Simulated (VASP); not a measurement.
# Al2Ru (I4/mmm) in VASP: a series of runs

Runs on Al2Ru. Level: PBEsol. Tasks: single point.

Everything below comes from runs of VASP 6.6.1. Logs are shortened: lines on timing, memory, paths and dates and some standing lists are left out, and cuts for length are marked.

### Step 1. The cell of the first run

The structure is tetragonal, space group I4/mmm (No. 139). Conventional cell: a = 3.153 Å, b = 3.153 Å, c = 8.507 Å, α = 90.00°, β = 90.00°, γ = 90.00°. Al (site symmetry 4mm) has 5 Ru at 2.61 to 2.91 Å and 9 Al at 2.70 to 3.15 Å within 3.4 Å. Within 3.4 Å of Ru (site symmetry 4/mmm) lie 10 Al at 2.61 to 2.91 Å and 4 Ru at 3.15 Å.

### Step 2. Single point, PBEsol (equal strain along all axes, cell held: +1.0 %, then relaxed in part)

File INCAR:

```
  ALGO = Fast
  EDIFF = 1E-6
  ENCUT = 520
  GGA = PS
  ISIF = 2
  ISMEAR = 0
  LASPH = True
  LCHARG = False
  LREAL = False
  LWAVE = False
  NBANDS = 29
  NELM = 100
  PREC = Accurate
  SIGMA = 0.1
```

File KPOINTS:

```
k-points
0
Gamma
  12 12 4
```

File POSCAR:

```
Al2Ru
1.0
    3.1525713408      0.0000000000      0.0000000000
    0.0000000000      3.1525713408      0.0000000000
    0.0000000000      0.0000000000      8.5073351928
Al Ru
4 2
Direct
    0.5000000000      0.5000000000      0.1584684072
    0.0000000000      0.0000000000      0.3415315928
    0.0000000000      0.0000000000      0.6584684072
    0.5000000000      0.5000000000      0.8415315928
    0.0000000000      0.0000000000      0.0000000000
    0.5000000000      0.5000000000      0.5000000000
```

Potentials or basis: VASP PAW PBE potentials, release 64 (Al, Ru_pv).

On the command line:

```sh
> cat potpaw_PBE.64/Al/POTCAR potpaw_PBE.64/Ru_pv/POTCAR > POTCAR
> mpirun -np 1 vasp_std > vasp.out
```

OUTCAR:

```text
EDIFF = 1E-6
   ENCUT = 520
   GGA = PS
   ISIF = 2
   ISMEAR = 0
   LASPH = True
   LREAL = False
   NELM = 100
   PREC = Accurate

 ion  position               nearest neighbor table
   1  0.500  0.500  0.158-   5 2.61   5 2.61   5 2.61   5 2.61   4 2.70   2 2.72   2 2.72   2 2.72
                             2 2.72   6 2.91
   2  0.000  0.000  0.342-   6 2.61   6 2.61   6 2.61   6 2.61   3 2.70   1 2.72   1 2.72   1 2.72
                             1 2.72   5 2.91
   3  0.000  0.000  0.658-   6 2.61   6 2.61   6 2.61   6 2.61   2 2.70   4 2.72   4 2.72   4 2.72
                             4 2.72   5 2.91
   4  0.500  0.500  0.842-   5 2.61   5 2.61   5 2.61   5 2.61   1 2.70   3 2.72   3 2.72   3 2.72
                             3 2.72   6 2.91
   5  0.000  0.000  0.000-   1 2.61   4 2.61   1 2.61   4 2.61   1 2.61   4 2.61   1 2.61   4 2.61
                             3 2.91   2 2.91
   6  0.500  0.500  0.500-   2 2.61   3 2.61   2 2.61   3 2.61   2 2.61   3 2.61   2 2.61   3 2.61
                             1 2.91   4 2.91

  LATTYP: Found a simple tetragonal cell.
 ALAT       =     3.1525713408
 C/A-ratio  =     2.6985385177

  Lattice vectors:

 A1 = (   3.1525713408,   0.0000000000,   0.0000000000)
 A2 = (   0.0000000000,   3.1525713408,   0.0000000000)
 A3 = (   0.0000000000,   0.0000000000,   8.5073351928)

Analysis of symmetry for initial positions (statically):
=====================================================================
 Subroutine PRICEL returns following result:

  LATTYP: Found a body centered tetragonal cell.
 ALAT       =     3.1525713408
 C/A-ratio  =     2.6985385177

  Lattice vectors:

 A1 = (  -1.5762856704,   1.5762856704,   4.2536675964)
 A2 = (   1.5762856704,  -1.5762856704,   4.2536675964)
 A3 = (   1.5762856704,   1.5762856704,  -4.2536675964)

   2 primitive cells build up your supercell.

 Routine SETGRP: Setting up the symmetry group for a
 simple tetragonal supercell.

 Subroutine GETGRP returns: Found 16 space group operations
 (whereof 16 operations were pure point group operations)
 out of a pool of 16 trial point group operations.

The static configuration has the point symmetry D_4h.

Analysis of symmetry for dynamics (positions and initial velocities):
=====================================================================
 Subroutine PRICEL returns following result:

  LATTYP: Found a body centered tetragonal cell.
 ALAT       =     3.1525713408
 C/A-ratio  =     2.6985385177

  Lattice vectors:

 A1 = (  -1.5762856704,   1.5762856704,   4.2536675964)
 A2 = (   1.5762856704,  -1.5762856704,   4.2536675964)
 A3 = (   1.5762856704,   1.5762856704,  -4.2536675964)

   2 primitive cells build up your supercell.

 Routine SETGRP: Setting up the symmetry group for a
 simple tetragonal supercell.

 Subroutine GETGRP returns: Found 16 space group operations
 (whereof 16 operations were pure point group operations)
 out of a pool of 16 trial point group operations.

The dynamic configuration has the point symmetry D_4h.

 Subroutine INISYM returns: Found 16 space group operations
 (whereof 16 operations are pure point group operations),
 and found     2 'primitive' translations

----------------------------------------------------------------------------------------

                                     Primitive cell

  volume of cell :      42.2760

  direct lattice vectors                    reciprocal lattice vectors
    -1.576285670  1.576285670  4.253667596    -0.000000000  0.317201386  0.117545621
     1.576285670 -1.576285670  4.253667596     0.317201386  0.000000000  0.117545621
     1.576285670  1.576285670 -4.253667596     0.317201386  0.317201386  0.000000000

  length of vectors
     4.802399510  4.802399510  4.802399510     0.338280494  0.338280494  0.448590503

  position of ions in fractional coordinates (direct lattice)
     0.658468407  0.658468407  0.000000000
     0.341531593  0.341531593  0.000000000
     0.000000000  0.000000000  0.000000000

  ion indices of the primitive-cell ions
   primitive index   ion index
                 1           1
                 2           4
                 3           6

----------------------------------------------------------------------------------------

 KPOINTS: k-points

Automatic generation of k-mesh.
 Grid dimensions read from file:
 generate k-points for:   12   12    4

 Generating k-lattice:

  Cartesian coordinates                     Fractional coordinates (reciprocal lattice)
     0.026433449  0.000000000  0.000000000     0.083333333  0.000000000  0.000000000
     0.000000000  0.026433449  0.000000000     0.000000000  0.083333333  0.000000000
     0.000000000  0.000000000  0.029386405     0.000000000  0.000000000  0.250000000

  Length of vectors
     0.026433449  0.026433449  0.029386405

  Shift w.r.t. Gamma in fractional coordinates (k-lattice)
     0.000000000  0.000000000  0.000000000

 Subroutine IBZKPT returns following result:
 ===========================================

 Found     84 irreducible k-points:

 Following reciprocal coordinates:
            Coordinates               Weight
  0.000000  0.000000  0.000000      1.000000
  0.083333  0.000000  0.000000      4.000000
  0.166667  0.000000  0.000000      4.000000
  0.250000  0.000000  0.000000      4.000000
  0.333333  0.000000  0.000000      4.000000
  0.416667  0.000000  0.000000      4.000000
[... 16 lines left out ...]
  0.333333  0.333333  0.000000      4.000000
  0.416667  0.333333  0.000000      8.000000
 [... further k-points ...]
   k-points           NKPTS =     84   k-points in BZ     NKDIM =     84   number of bands    NBANDS=     29
   number of dos      NEDOS =    301   number of ions     NIONS =      6
   total plane-waves  NPLWV =  36864
   dimension x,y,z NGX =    24 NGY =   24 NGZ =   64
   dimension x,y,z NGXF=    48 NGYF=   48 NGZF=  128
   ions per type =               4   2
   NGX,Y,Z   is equivalent  to a cutoff of  12.66, 12.66, 12.51 a.u.
   NGXF,Y,Z  is equivalent  to a cutoff of  25.31, 25.31, 25.01 a.u.
 SYSTEM =  unknown system
   PREC   = accura    normal or accurate (medium, high low for compatibility)
   ISTART =      0    job   : 0-new  1-cont  2-samecut
   ICHARG =      2    charge: 1-file 2-atom 10-const
   ISPIN  =      1    spin polarized calculation?
   LNONCOLLINEAR =      F non collinear calculations
   LSORBIT =      F    spin-orbit coupling
   LASPH  =      T    aspherical Exc in radial PAW
   ENCUT  =  520.0 eV  38.22 Ry    6.18 a.u.   5.86  5.86 15.82*2*pi/ulx,y,z
   NELM   =    100;   NELMIN=  2; NELMDL= -5     # of ELM steps
   EDIFF  = 0.1E-05   stopping-criterion for ELM
   LREAL  =      F    real-space projection
   EDIFFG = 0.1E-04   stopping-criterion for IOM
   NSW    =      0    number of steps for IOM
   IBRION =     -1    ionic relax: 0-MD 1-quasi-New 2-CG
   NFREE  =      0    steps in history (QN), initial steepest desc. (CG)
   ISIF   =      2    stress and relaxation
   ISYM   =      2    0-nonsym 1-usesym 2-fastsym
   POTIM  = 0.5000    time-step for ionic-motion
   TEBEG  =    0.0;   TEEND  =   0.0 temperature during run
   PSTRESS=    0.0 pullay stress
   NELECT =      40.0000    total number of electrons
   NUPDOWN=      -1.0000    fix difference up-down
   EMIN   =  10.00;   EMAX   =-10.00  energy-range for DOS
   EFERMI =   0.00;   METHOD = LEGACY
   ISMEAR =     0;   SIGMA  =   0.10  broadening in eV -4-tet -1-fermi 0-gaus
   EFERMI_NEDOS =   21; number of points for ismear=-14 and -15
   IALGO  =     68    algorithm
   IMIX   =      4    mixing-type and parameters
     AMIX     =   0.40;   BMIX     =  1.00
     AMIX_MAG =   1.60;   BMIX_MAG =  1.00
  volume/ion in A,a.u.               =      14.09        95.10
  Fermi-wavevector in a.u.,A,eV,Ry     =   1.275617  2.410567 22.139390  1.627199
  Thomas-Fermi vector in A             =   2.408319
   LORBIT       =      0    0 simple, 1 ext, 2 COOP (PROOUT), +10 PAW based schemes
   GGA     = PS    functional components
   LHFCALC =     F    Hartree Fock is set to
   AEXX    =    0.0000 exact exchange contribution
   IVDW    =     0    specifies the selected vdW correction
   LEPSILON=     F    determine dielectric tensor
   LRPA    =     F    only Hartree local field effects (RPA)
 non-spin polarized calculation
 RMM-DIIS sequential band-by-band and
 Gauss-broadening in eV      SIGMA  =   0.10
  energy-cutoff  :      520.00
  volume of cell :       84.55
 maximum number of plane-waves:      2320
 NGX is ok and might be reduce to    24
   NGX = 11   NGY = 11   NGZ = 31

 number of electron      39.9999986 magnetization

 Free energy of the ion-electron system (eV)
  ---------------------------------------------------
  ext. energy  EPLUGINS =         0.00000000
  ---------------------------------------------------
  free energy    TOTEN  =       -40.62093408 eV

  energy without entropy =      -40.61735640  energy(sigma->0) =      -40.61914524

 E-fermi :  10.1688     XC(G=0): -11.8909

 val. band max:       10.1549832163   @ k =   0.3333   0.3333   0.0000
 cond. band min:      10.2413453232   @ k =   0.3333   0.0000   0.0000
 fundamental gap:      0.0863621069
 Fermi energy:        10.1688390939

 k-point     1 :       0.0000    0.0000    0.0000
  band No.  band energies     occupation
      1     -32.4058      2.00000
      2     -32.4058      2.00000
      3     -32.4057      2.00000
      4     -32.4057      2.00000
      5     -32.3126      2.00000
      6     -32.3105      2.00000
[... 21 lines left out ...]
     28      16.2954      0.00000
     29      16.5372      0.00000

 k-point     2 :       0.0833    0.0000    0.0000
  band No.  band energies     occupation
      1     -32.4138      2.00000
      2     -32.4137      2.00000
      3     -32.4051      2.00000
      4     -32.4050      2.00000
      5     -32.3117      2.00000
      6     -32.3097      2.00000
[... 696 lines left out ...]
 k-point    24 :       0.4167    0.3333    0.0000
  band No.  band energies     occupation
      1     -32.5063      2.00000
      2     -32.5062      2.00000
      3     -32.4828      2.00000
      4     -32.4827      2.00000
      5     -32.2917      2.00000
      6     -32.2915      2.00000
[... 21 lines left out ...]
     28      15.0199      0.00000
     29      15.3294      0.00000

 [... further k-points ...]

------------------------ aborting loop because EDIFF is reached ----------------------------------------

  FORCE on cell =-STRESS in cart. coord.  units (eV):
  Direction    XX          YY          ZZ          XY          YZ          ZX
  --------------------------------------------------------------------------------------
  -------------------------------------------------------------------------------------
  Total       -2.6517011     -2.6517011     -2.5297394      0.0000000      0.0000000     -0.0000000
  in kB      -50.2471882    -50.2471882    -47.9361317      0.0000000      0.0000000     -0.0000000
  external PRESSURE =     -49.4768360 kB  Pullay stress =       0.0000000 kB

 VOLUME and BASIS-vectors are now :
 -----------------------------------------------------------------------------
  energy-cutoff  :      520.00
  volume of cell :       84.55
      direct lattice vectors                 reciprocal lattice vectors
     3.152571341  0.000000000  0.000000000     0.317201386  0.000000000  0.000000000
     0.000000000  3.152571341  0.000000000     0.000000000  0.317201386  0.000000000
     0.000000000  0.000000000  8.507335193     0.000000000  0.000000000  0.117545621

 POSITION                                       TOTAL-FORCE (eV/Angst)
 -----------------------------------------------------------------------------------
      1.57629      1.57629      1.34814        -0.000000     -0.000000      0.001070
      0.00000      0.00000      2.90552        -0.000000     -0.000000     -0.001070
      0.00000      0.00000      5.60181         0.000000      0.000000      0.001070
      1.57629      1.57629      7.15919        -0.000000     -0.000000     -0.001070
      0.00000      0.00000      0.00000        -0.000000      0.000000      0.000000
      1.57629      1.57629      4.25367         0.000000      0.000000      0.000000
 -----------------------------------------------------------------------------------
    total drift:                                0.000000      0.000000     -0.000000

  FREE ENERGIE OF THE ION-ELECTRON SYSTEM (eV)
  ---------------------------------------------------
  free  energy   TOTEN  =       -40.6209340802 eV

  energy  without entropy=      -40.6173563957  energy(sigma->0) =      -40.61914524
```

Wall time 1.7 min (1 thread of Intel Xeon 6975P-C (Granite Rapids), shared host); peak memory 0.29 GiB.

What came out:

* Free energy: -40.6209 eV
* Pressure: -4.9 GPa
* Band gap on the k mesh: zero (bands 20 and 21 overlap by 0.17 eV)

Caveat: the cell differs from its parent crystal (equal strain along all axes, cell held: +1.0 %, then relaxed in part); the cell stands under tension; the PAW data sets were made with another functional, which shifts forces and pressure a little.

### Step 3. Single point, PBEsol (equal strain along all axes, cell held: +2.0 %, then relaxed in part)

File INCAR:

```
PREC = Accurate ; ENCUT = 520
EDIFF = 1E-6 ; ISMEAR = 0
SIGMA = 0.1 ; LREAL = F
LASPH = T ; NELM = 60
ALGO = Fast ; ISIF = 2
LWAVE = F ; LCHARG = T
GGA = PS ; LELF = T
LVHAR = T ; NBANDS = 29
```

File KPOINTS:

```
Automatic mesh
0
Gamma
  12 12 4
```

File POSCAR:

```
Al2Ru
1.0
    3.1837849185      0.0000000000      0.0000000000
    0.0000000000      3.1837849185      0.0000000000
    0.0000000000      0.0000000000      8.5915662343
Al Ru
4 2
Direct
    0.5000000000      0.5000000000      0.1578274324
    0.0000000000      0.0000000000      0.3421725676
    0.0000000000      0.0000000000      0.6578274324
    0.5000000000      0.5000000000      0.8421725676
    0.0000000000      0.0000000000      0.0000000000
    0.5000000000      0.5000000000      0.5000000000
```

Potentials or basis: VASP PAW PBE potentials, release 64 (Al, Ru_pv).

On the command line:

```sh
> cat potpaw_PBE.64/Al/POTCAR potpaw_PBE.64/Ru_pv/POTCAR > POTCAR
> mpirun -np 1 vasp_std > vasp.out
```

It took 87 s on 1 thread of Intel Xeon 6975P-C (Granite Rapids), shared host; peak memory 0.3 GiB.

Results (log left out):

```yaml
Free_energy: -40.5082 eV
Pressure: -9.2 GPa
Band_gap_on_the_k_mesh: zero (bands 20 and 21 overlap by 0.19 eV)
```

Stress tensor (GPa, compression positive):
```
-9.43  0.00  0.00
 0.00 -9.43  0.00
 0.00  0.00 -8.76
```

Levels at points of the mesh, in eV from the Fermi level:
```tsv
k point	band 16	band 17	band 18	band 19	band 20	band 21	band 22	band 23	band 24	band 25
(0.00, 0.00, 0.00)	-1.89	-1.48	-1.48	-0.96	-0.94	2.20	3.00	3.00	4.77	5.79
(0.50, 0.00, 0.00)	-2.44	-2.21	-2.21	-1.36	-1.36	0.42	0.42	2.80	2.80	4.57
(0.50, 0.50, 0.00)	-2.89	-1.30	-1.30	-0.38	-0.38	0.17	0.17	1.61	1.61	1.96
(0.00, 0.00, 0.50)	-1.70	-1.70	-1.70	-0.95	-0.95	3.86	3.86	3.86	3.86	3.89
(0.50, 0.00, 0.50)	-2.65	-2.44	-2.44	-1.35	-1.35	0.46	0.46	2.79	2.79	5.00
(0.50, 0.50, 0.50)	-1.64	-1.64	-1.64	-0.48	-0.48	0.17	0.17	1.03	1.03	3.35
```

Caveat: the cell differs from its parent crystal (equal strain along all axes, cell held: +2.0 %, then relaxed in part); the cell stands under tension; the PAW data sets were made with another functional, which shifts forces and pressure a little.
